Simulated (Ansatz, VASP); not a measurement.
One calculation of HfB, two programs

File INCAR:

```
PREC = Accurate
ENCUT = 520
EDIFF = 1E-7
ISMEAR = 0
SIGMA = 0.15
LREAL = F
LASPH = T
NELM = 80
ALGO = Normal
ISIF = 2
LWAVE = F
LCHARG = F
GGA = PS
NBANDS = 14
```

File KPOINTS:

```
regular mesh
0
Gamma
  18 18 18
```

The input POSCAR:

```
HfB
1.0
    0.0000000000      2.4255000000      2.4255000000
    2.4255000000      0.0000000000      2.4255000000
    2.4255000000      2.4255000000      0.0000000000
Hf B
1 1
Direct
    0.5000000000      0.5000000000      0.5000000000
    0.0000000000      0.0000000000      0.0000000000
```

Input for Ansatz:

```yaml
crystal:
  lattice:
    - [0.0, 2.4255, 2.4255]
    - [2.4255, 0.0, 2.4255]
    - [2.4255, 2.4255, 0.0]
  atoms:
    - { symbol: Hf, position: [0.5, 0.5, 0.5] }
    - { symbol: B, position: [0.0, 0.0, 0.0] }
basis:
  ecutwfc: 420
kpoints:
  mp_grid: { grid: [18, 18, 18] }
hamiltonian:
  xc: pbesol
scf:
  occupations: { method: gaussian, width: 0.15 }
output:
  forces: true
  stress: true
  eigenvalues: true
```

Change from the starting cell: strain +0.050 along x and y, +0.050 along z, atoms carried along.

Alike in both runs: task single point; functional PBEsol; k mesh 18 × 18 × 18; occupations gaussian, width 0.15 eV; no spin polarisation.

|  | VASP | Ansatz |
| --- | --- | --- |
| version | VASP 6.6.1 | Ansatz 0.2.0 |
| potentials or method | VASP PAW PBE potentials, release 64 (Hf_pv, B), cutoff 520 eV | scalar-relativistic, plane waves, PAW |
| valence electrons in the cell | 13 | 29 |

Ansatz gave:

- gap on the k mesh at the Fermi level (eV): none
- pressure (GPa): -6.5

**Question.** What did VASP give for the same quantities?

**Answer.** gap on the k mesh at the Fermi level (eV): none; pressure (GPa): -6.3.

VASP's potentials were made for PBE, not for PBEsol. A gap of «none» marks a metal or a gap that the smearing closes. VASP's potentials hold 13 valence electrons a cell and Ansatz's 29, so a difference there can come from the potentials and not from the codes.

Spin-orbit coupling is off throughout.
